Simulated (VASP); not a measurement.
Runs of VASP 6.6.1 on HfB. The structure is that of space group Fm-3m (No. 225), or close to it. The cells are those of the table. 

```tsv
level	cell	smearing	gap on the mesh (eV)	pressure (GPa)
PBE+D4	a = 3.417 Å, angles 60.0°, 2 atoms	gaussian 0.05 eV	none	-3.3
PBE+D4	a = 3.267 Å, angles 60.0°, 2 atoms	gaussian 0.05 eV	none	26.1
PBE+D4	a = 3.394 Å, angles 60.0°, 2 atoms	gaussian 0.05 eV	none	0.1
PBE+D4	a = 3.439 Å, angles 60.0°, 2 atoms	gaussian 0.05 eV	none	(b)
PBE	a = 3.267 Å, angles 60.0°, 2 atoms	tetrahedron	none	(d)
revPBE	a = 3.438 Å, angles 60.0°, 2 atoms	gaussian 0.05 eV	none	-0.4
revPBE	a = 3.393 Å, angles 60.0°, 2 atoms	gaussian 0.05 eV	none	6.6
revPBE	a = 3.267 Å, angles 60.0°, 2 atoms	gaussian 0.05 eV	none	(a)
PBE+D4	a = 3.372 Å, angles 60.0°, 2 atoms	gaussian 0.05 eV	none	3.9
revPBE	a = 3.435 Å, angles 60.0°, 2 atoms	gaussian 0.05 eV	none	(c)
PBE+D4	a = 3.349 Å, angles 60.0°, 2 atoms	gaussian 0.05 eV	none	8.1
PBE+D4	a = 3.393 Å, angles 60.0°, 2 atoms	gaussian 0.05 eV	none	0.4
```

Alike in all rows: task single point; potentials or basis VASP PAW PBE potentials, release 64 (Hf_pv, B); no spin polarisation; k mesh 8 × 8 × 8; cutoff (eV) 500.

**Question.** Fill in the values left out.

**Answer.** (a) 33.6; (b) -6.4; (c) 0.0; (d) 30.6.

Caveats: spin-orbit coupling is left out, which moves the levels of the heavy elements; pairwise dispersion overbinds metals, which lowers pressure and volume (some runs); the PAW data sets were made with another functional, which shifts forces and pressure a little (some runs); tetrahedron occupations give inexact forces and stress in metals (some runs).

A k mesh can miss the band edges, and the runs leave out spin-orbit coupling on Hf.

A gap of «none» marks levels without a gap at the run's occupations.
